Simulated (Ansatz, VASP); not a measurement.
**One calculation of Sc, two programs**

Contents of INCAR:

```
SYSTEM = Sc
PREC = Accurate
ENCUT = 520
EDIFF = 1E-7
ISMEAR = -1
SIGMA = 0.05
LREAL = .False.
LASPH = .True.
NELM = 60
ALGO = Normal
ISIF = 2
LWAVE = .False.
LCHARG = .True.
GGA = PE
LELF = .True.
LVHAR = .True.
NBANDS = 12
```

The input KPOINTS:

```
regular mesh
0
Gamma
  10 10 10
  0 0 0
```

POSCAR

```
Sc
1.0
    0.0000000000      2.2600000000      2.2600000000
    2.2600000000      0.0000000000      2.2600000000
    2.2600000000      2.2600000000      0.0000000000
Sc
1
Direct
    0.0000000000      0.0000000000      0.0000000000
```

File input.yaml:

```yaml
crystal:
  lattice:
    - [0.0, 2.26, 2.26]
    - [2.26, 0.0, 2.26]
    - [2.26, 2.26, 0.0]
  atoms:
    - { symbol: Sc, position: [0.0, 0.0, 0.0] }
kpoints:
  mp_grid: { grid: [10, 10, 10] }
scf:
  occupations: { method: fermi_dirac, width: 0.05 }
hamiltonian:
  xc: pbe
  pseudopotentials: { kind: all_electron, lapw: { basis_error: 0.001 } }
output:
  forces: true
  stress: true
  eigenvalues: true
  populations: true
```

Alike in both runs: task single point; functional PBE; k mesh 10 × 10 × 10; occupations fermi-dirac, width 0.05 eV; no spin polarisation.

|  | VASP | Ansatz |
| --- | --- | --- |
| version | VASP 6.6.1 | Ansatz 0.2.0 |
| potentials or method | VASP PAW PBE potentials, release 64 (Sc_sv), cutoff 520 eV | all-electron LAPW, scalar-relativistic |

```tsv
	VASP	Ansatz	Ansatz less VASP
gap on the k mesh at the Fermi level (eV)	none	none	-
pressure (GPa)	3.8	3.8	-0.04
```

A gap of «none» marks a metal or a gap that the smearing closes. Ansatz ran all-electron here, and VASP with PAW potentials.
